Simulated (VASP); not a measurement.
# PBr (P-1) in VASP: single point with HSE06

Aim: the single point of PBr with HSE06.

Program: VASP 6.6.1. These are calculated values, not measurements. Logs are shortened: lines on timing, memory, paths and dates and some standing lists are left out, and cuts for length are marked.

### 1 The cell of the first run

The typed cell holds 4 atoms: a = 4.939 Å, b = 5.589 Å, c = 6.306 Å, α = 93.19°, β = 96.34°, γ = 111.65°.

### 2 Single point, HSE06

File POSCAR:

```
PBr
1.0
    4.9385630000      0.0000000000      0.0000000000
   -2.0623900000      5.1944970000      0.0000000000
   -0.6967810000     -0.6537650000      6.2332560000
Br P
2 2
Direct
    0.6657980000      0.8550130000      0.2427560000
    0.3342020000      0.1449870000      0.7572440000
    0.6407200000      0.4997570000      0.6318710000
    0.3592800000      0.5002430000      0.3681290000
```

File INCAR.step1:

```
SYSTEM = PBr
  PREC = Accurate
  ENCUT = 400
  EDIFF = 1E-5
  ISMEAR = 0
  SIGMA = 0.01
  LREAL = .False.
  LASPH = .True.
  NELM = 120
  ALGO = Normal
  ISIF = 2
  LWAVE = .True.
  LCHARG = .False.
  NBANDS = 20
  GGA = PE
  GGA_COMPAT = .False.
```

File INCAR.step2:

```
SYSTEM = PBr
  PREC = Accurate
  ENCUT = 400
  EDIFF = 1E-6
  ISMEAR = 0
  SIGMA = 0.01
  LREAL = .False.
  LASPH = .True.
  NELM = 120
  ALGO = Normal
  ISIF = 2
  LWAVE = .False.
  LCHARG = .False.
  GGA = PE
  LHFCALC = .True.
  HFSCREEN = 0.2079
  PRECFOCK = Normal
  NBANDS = 20
  ISTART = 1
  GGA_COMPAT = .False.
```

File KPOINTS:

```
regular mesh
0
Gamma
  4 4 3
  0 0 0
```

Potentials or basis: VASP PAW PBE potentials, release 64 (Br, P).

The run is started by

```bash
> cat potpaw_PBE.64/Br/POTCAR potpaw_PBE.64/P/POTCAR > POTCAR
> cp INCAR.step1 INCAR
> mpirun -np 1 vasp_std > vasp.out
> cp INCAR.step2 INCAR
> mpirun -np 1 vasp_std > vasp.out
```

OUTCAR:

```text
SYSTEM = PBr
   PREC = Accurate
   ENCUT = 400
   EDIFF = 1E-6
   ISMEAR = 0
   LREAL = .False.
   LASPH = .True.
   NELM = 120
   ISIF = 2
   GGA = PE
   LHFCALC = .True.
   HFSCREEN = 0.2079
   PRECFOCK = Normal
   ISTART = 1

 ion  position               nearest neighbor table
   1  0.666  0.855  0.243-   4 2.25
   2  0.334  0.145  0.757-   3 2.25
   3  0.641  0.500  0.632-   4 2.05   2 2.25
   4  0.359  0.500  0.368-   3 2.05   1 2.25

  LATTYP: Found a triclinic cell.
 ALAT       =    10.6206512695
 B/A-ratio  =     1.2981108736
 C/A-ratio  =     0.5937545491
 COS(alpha) =     0.0054841721
 COS(beta)  =     0.5716244624
 COS(gamma) =     0.8051544706

  Lattice vectors:

 A1 = (  -6.3041720000,   5.8482620000,  -6.2332560000)
 A2 = (  -9.0633430000,  10.3889940000,   0.0000000000)
 A3 = (   0.6967810000,   0.6537650000,  -6.2332560000)

Analysis of symmetry for initial positions (statically):
=====================================================================
 Subroutine PRICEL returns:
 Original cell was already a primitive cell.

 Routine SETGRP: Setting up the symmetry group for a
 triclinic supercell.

 Subroutine GETGRP returns: Found  2 space group operations
 (whereof  2 operations were pure point group operations)
 out of a pool of  2 trial point group operations.

The static configuration has the point symmetry S_2 .

Analysis of symmetry for dynamics (positions and initial velocities):
=====================================================================
 Subroutine PRICEL returns:
 Original cell was already a primitive cell.

 Routine SETGRP: Setting up the symmetry group for a
 triclinic supercell.

 Subroutine GETGRP returns: Found  2 space group operations
 (whereof  2 operations were pure point group operations)
 out of a pool of  2 trial point group operations.

The dynamic configuration has the point symmetry S_2 .

 Subroutine INISYM returns: Found  2 space group operations
 (whereof  2 operations are pure point group operations),
 and found     1 'primitive' translations

----------------------------------------------------------------------------------------

                                     Primitive cell

  volume of cell :     159.9039

  direct lattice vectors                    reciprocal lattice vectors
     4.938563000  0.000000000  0.000000000     0.202488052  0.080394566  0.031067067
    -2.062390000  5.194497000  0.000000000     0.000000000  0.192511421  0.020191250
    -0.696781000 -0.653765000  6.233256000     0.000000000  0.000000000  0.160429798

  length of vectors
     4.938563000  5.588940114  6.306060006     0.220067853  0.193567388  0.160429798

  position of ions in fractional coordinates (direct lattice)
     0.665798000  0.855013000  0.242756000
     0.334202000  0.144987000  0.757244000
     0.640720000  0.499757000  0.631871000
     0.359280000  0.500243000  0.368129000

  ion indices of the primitive-cell ions
   primitive index   ion index
                 1           1
                 2           2
                 3           3
                 4           4

----------------------------------------------------------------------------------------

 KPOINTS: regular mesh

Automatic generation of k-mesh.
 Grid dimensions read from file:
 generate k-points for:    4    4    3

 Generating k-lattice:

  Cartesian coordinates                     Fractional coordinates (reciprocal lattice)
     0.050622013  0.020098642  0.007766767     0.250000000 -0.000000000  0.000000000
     0.000000000  0.048127855  0.005047812     0.000000000  0.250000000  0.000000000
     0.000000000  0.000000000  0.053476599     0.000000000  0.000000000  0.333333333

  Length of vectors
     0.055016963  0.048391847  0.053476599

  Shift w.r.t. Gamma in fractional coordinates (k-lattice)
     0.000000000  0.000000000  0.000000000

 Subroutine IBZKPT returns following result:
 ===========================================

 Found     26 irreducible k-points:

 Following reciprocal coordinates:
            Coordinates               Weight
  0.000000  0.000000  0.000000      1.000000
  0.250000  0.000000  0.000000      2.000000
  0.500000  0.000000  0.000000      1.000000
  0.000000  0.250000  0.000000      2.000000
  0.250000  0.250000  0.000000      2.000000
  0.500000  0.250000 -0.000000      2.000000
[... 16 lines left out ...]
  0.000000 -0.250000  0.333333      2.000000
  0.250000 -0.250000  0.333333      2.000000
 [... further k-points ...]
   k-points           NKPTS =     26   k-points in BZ     NKDIM =     48   number of bands    NBANDS=     20
   number of dos      NEDOS =    301   number of ions     NIONS =      4
   total plane-waves  NPLWV =  48384
   dimension x,y,z NGX =    32 NGY =   36 NGZ =   42
   dimension x,y,z NGXF=    64 NGYF=   72 NGZF=   84
   ions per type =               2   2
   NGX,Y,Z   is equivalent  to a cutoff of  10.77, 10.71, 11.07 a.u.
   NGXF,Y,Z  is equivalent  to a cutoff of  21.54, 21.42, 22.14 a.u.
 SYSTEM =  PBr
   PREC   = accura    normal or accurate (medium, high low for compatibility)
   ISTART =      1    job   : 0-new  1-cont  2-samecut
   ICHARG =      0    charge: 1-file 2-atom 10-const
   ISPIN  =      1    spin polarized calculation?
   LNONCOLLINEAR =      F non collinear calculations
   LSORBIT =      F    spin-orbit coupling
   LASPH  =      T    aspherical Exc in radial PAW
   ENCUT  =  400.0 eV  29.40 Ry    5.42 a.u.   8.05  9.11 10.28*2*pi/ulx,y,z
   NELM   =    120;   NELMIN=  2; NELMDL=  0     # of ELM steps
   EDIFF  = 0.1E-05   stopping-criterion for ELM
   LREAL  =      F    real-space projection
   EDIFFG = 0.1E-04   stopping-criterion for IOM
   NSW    =      0    number of steps for IOM
   IBRION =     -1    ionic relax: 0-MD 1-quasi-New 2-CG
   NFREE  =      0    steps in history (QN), initial steepest desc. (CG)
   ISIF   =      2    stress and relaxation
   ISYM   =      3    0-nonsym 1-usesym 2-fastsym
   POTIM  = 0.5000    time-step for ionic-motion
   TEBEG  =    0.0;   TEEND  =   0.0 temperature during run
   PSTRESS=    0.0 pullay stress
   NELECT =      24.0000    total number of electrons
   NUPDOWN=      -1.0000    fix difference up-down
   EMIN   =  10.00;   EMAX   =-10.00  energy-range for DOS
   EFERMI =   0.00;   METHOD = LEGACY
   ISMEAR =     0;   SIGMA  =   0.01  broadening in eV -4-tet -1-fermi 0-gaus
   EFERMI_NEDOS =   21; number of points for ismear=-14 and -15
   IALGO  =     38    algorithm
   IMIX   =      1    mixing-type and parameters
     AMIX     =   0.40;   BMIX     =  1.00
     AMIX_MAG =   1.60;   BMIX_MAG =  1.00
  volume/ion in A,a.u.               =      39.98       269.77
  Fermi-wavevector in a.u.,A,eV,Ry     =   0.870013  1.644085 10.298549  0.756922
  Thomas-Fermi vector in A             =   1.988917
   LORBIT       =      0    0 simple, 1 ext, 2 COOP (PROOUT), +10 PAW based schemes
   GGA     = PE    functional components
   LHFCALC =     T    Hartree Fock is set to
   PRECFOCK=normal    Normal, Fast or Accurate (Low or Medium for compatibility)
   ENCUT4O =  -1.0   cutoff for four orbital integrals eV
   NKREDX  =     1    reduce k-point grid by
   NKREDY  =     1    reduce k-point grid by
   NKREDZ  =     1    reduce k-point grid by
   AEXX    =    0.2500 exact exchange contribution
   HFSCREEN=    0.2079 screening length (either q_TF or 0.3 A-1)
   HFSCREENC=   0.2079 screening length for correlation (either q_TF or 0.3 A-1)
   ENCUTFOCK=  -1.0 apply spherical cutoff to Coloumb kernel
   IVDW    =     0    specifies the selected vdW correction
   LEPSILON=     F    determine dielectric tensor
   LRPA    =     F    only Hartree local field effects (RPA)
 non-spin polarized calculation
 Gauss-broadening in eV      SIGMA  =   0.01
  energy-cutoff  :      400.00
  volume of cell :      159.90
 maximum number of plane-waves:      2926
  NGX = 28; NGY = 28; NGZ = 32

 number of electron      24.0000002 magnetization

 Free energy of the ion-electron system (eV)
  ---------------------------------------------------
  ext. energy  EPLUGINS =         0.00000000
  ---------------------------------------------------
  free energy    TOTEN  =       -17.51519847 eV

  energy without entropy =      -17.51519847  energy(sigma->0) =      -17.51519847

 E-fermi :  -1.2130     XC(G=0):  -5.7121

 val. band max:       -1.3364079735   @ k =   0.0000   0.5000   0.3333
 cond. band min:       0.9492089668   @ k =   0.0000   0.5000   0.3333
 fundamental gap:      2.2856169402
 Fermi energy:        -1.2129540072

 k-point     1 :       0.0000    0.0000    0.0000
  band No.  band energies     occupation
      1     -17.7345      2.00000
      2     -17.2711      2.00000
      3     -13.2695      2.00000
      4      -9.1130      2.00000
      5      -5.5393      2.00000
      6      -5.4735      2.00000
[... 12 lines left out ...]
     19       6.7831      0.00000
     20       7.9847      0.00000

 k-point     2 :       0.2500    0.0000    0.0000
  band No.  band energies     occupation
      1     -17.6946      2.00000
      2     -17.2798      2.00000
      3     -13.2827      2.00000
      4      -9.3098      2.00000
      5      -5.6142      2.00000
      6      -5.2599      2.00000
[... 12 lines left out ...]
     19       7.3138      0.00000
     20       7.7617      0.00000

 k-point     3 :       0.5000    0.0000    0.0000
  band No.  band energies     occupation
      1     -17.6510      2.00000
      2     -17.2920      2.00000
      3     -13.2956      2.00000
      4      -9.4920      2.00000
      5      -5.4413      2.00000
      6      -5.3816      2.00000
[... 12 lines left out ...]
     19       7.9098      0.00000
     20       8.5405      0.00000

 k-point     4 :       0.0000    0.2500    0.0000
  band No.  band energies     occupation
      1     -17.6736      2.00000
      2     -17.3133      2.00000
      3     -13.3242      2.00000
      4      -9.2474      2.00000
      5      -5.6072      2.00000
      6      -5.2518      2.00000
[... 12 lines left out ...]
     19       7.3660      0.00000
     20       7.5973      0.00000

 k-point     5 :       0.2500    0.2500    0.0000
  band No.  band energies     occupation
      1     -17.6248      2.00000
      2     -17.3308      2.00000
      3     -13.3374      2.00000
      4      -9.4275      2.00000
      5      -5.4562      2.00000
      6      -5.3578      2.00000
[... 12 lines left out ...]
     19       7.4654      0.00000
     20       7.8138      0.00000

 k-point     6 :       0.5000    0.2500   -0.0000
  band No.  band energies     occupation
      1     -17.6398      2.00000
      2     -17.3101      2.00000
      3     -13.2757      2.00000
      4      -9.3644      2.00000
      5      -5.7471      2.00000
      6      -5.3728      2.00000
[... 12 lines left out ...]
     19       7.5624      0.00000
     20       8.4198      0.00000

 k-point     7 :      -0.2500    0.2500    0.0000
  band No.  band energies     occupation
      1     -17.6853      2.00000
      2     -17.2961      2.00000
      3     -13.2625      2.00000
      4      -9.1698      2.00000
      5      -5.6544      2.00000
      6      -5.5854      2.00000
[... 12 lines left out ...]
     19       7.5153      0.00000
     20       7.9037      0.00000
[... 277 lines left out ...]
 k-point    20 :       0.2500    0.5000    0.3333
  band No.  band energies     occupation
      1     -17.6059      2.00000
      2     -17.3481      2.00000
      3     -13.3572      2.00000
      4      -9.2649      2.00000
      5      -5.6804      2.00000
      6      -5.2850      2.00000
[... 12 lines left out ...]
     19       7.3161      0.00000
     20       7.9568      0.00000

 k-point    21 :       0.5000    0.5000    0.3333
  band No.  band energies     occupation
      1     -17.6235      2.00000
      2     -17.3256      2.00000
      3     -13.2928      2.00000
      4      -9.1790      2.00000
      5      -5.7734      2.00000
      6      -5.5809      2.00000
[... 12 lines left out ...]
     19       7.4959      0.00000
     20       8.0459      0.00000

 k-point    22 :      -0.2500    0.5000    0.3333
  band No.  band energies     occupation
      1     -17.6135      2.00000
      2     -17.3391      2.00000
      3     -13.3643      2.00000
      4      -9.2354      2.00000
      5      -5.6600      2.00000
      6      -5.2932      2.00000
[... 12 lines left out ...]
     19       6.9172      0.00000
     20       7.2738      0.00000

 k-point    23 :       0.0000   -0.2500    0.3333
  band No.  band energies     occupation
      1     -17.6270      2.00000
      2     -17.3616      2.00000
      3     -13.3333      2.00000
      4      -9.2375      2.00000
      5      -5.7402      2.00000
      6      -5.2572      2.00000
[... 12 lines left out ...]
     19       7.4610      0.00000
     20       7.7017      0.00000

 k-point    24 :       0.2500   -0.2500    0.3333
  band No.  band energies     occupation
      1     -17.6400      2.00000
      2     -17.3439      2.00000
      3     -13.2695      2.00000
      4      -9.1583      2.00000
      5      -5.7944      2.00000
      6      -5.5453      2.00000
[... 12 lines left out ...]
     19       7.6413      0.00000
     20       7.8832      0.00000

 [... further k-points ...]

------------------------ aborting loop because EDIFF is reached ----------------------------------------

  FORCE on cell =-STRESS in cart. coord.  units (eV):
  Direction    XX          YY          ZZ          XY          YZ          ZX
  --------------------------------------------------------------------------------------
  -------------------------------------------------------------------------------------
  Total       -0.6698793     -1.1357029     -1.0046972     -0.4790021      0.6820390     -0.2930188
  in kB       -6.7119404    -11.3793182    -10.0666902     -4.7994223      6.8337760     -2.9359386
  external PRESSURE =      -9.3859829 kB  Pullay stress =       0.0000000 kB

 VOLUME and BASIS-vectors are now :
 -----------------------------------------------------------------------------
  energy-cutoff  :      400.00
  volume of cell :      159.90
      direct lattice vectors                 reciprocal lattice vectors
     4.938563000  0.000000000  0.000000000     0.202488052  0.080394566  0.031067067
    -2.062390000  5.194497000  0.000000000     0.000000000  0.192511421  0.020191250
    -0.696781000 -0.653765000  6.233256000     0.000000000  0.000000000  0.160429798

 POSITION                                       TOTAL-FORCE (eV/Angst)
 -----------------------------------------------------------------------------------
      1.35557      4.28266      1.51316        -0.140943     -0.405350      0.118605
      0.82382      0.25807      4.72010         0.140943      0.405350     -0.118605
      1.69327      2.18289      3.93861        -0.499476     -0.276682     -0.395842
      0.48613      2.35784      2.29464         0.499476      0.276682      0.395842
 -----------------------------------------------------------------------------------
    total drift:                                0.000002     -0.000001     -0.000000

  FREE ENERGIE OF THE ION-ELECTRON SYSTEM (eV)
  ---------------------------------------------------
  free  energy   TOTEN  =       -17.5151984656 eV

  energy  without entropy=      -17.5151984656  energy(sigma->0) =      -17.51519847
```

It took 52 min on 1 thread of Intel Xeon 8259CL, shared host; peak memory 0.38 GiB.

What came out:

```
Free energy            : -17.5152 eV
Pressure               : -0.9 GPa
Largest force          : 0.695 eV/Å
Band gap on the k mesh : 2.29 eV
```

Forces on the atoms (eV/Å):
```
Br  -0.141 -0.405  0.119
Br   0.141  0.405 -0.119
P   -0.499 -0.277 -0.396
P    0.499  0.277  0.396
```

Stress tensor (GPa, compression positive):
```
-0.67 -0.48 -0.29
-0.48 -1.14  0.68
-0.29  0.68 -1.01
```

Caveat: this functional lacks dispersion, which holds the molecules together, so the pressure and a relaxed volume are unreliable; the PAW data sets were made with another functional, which shifts forces and pressure a little.
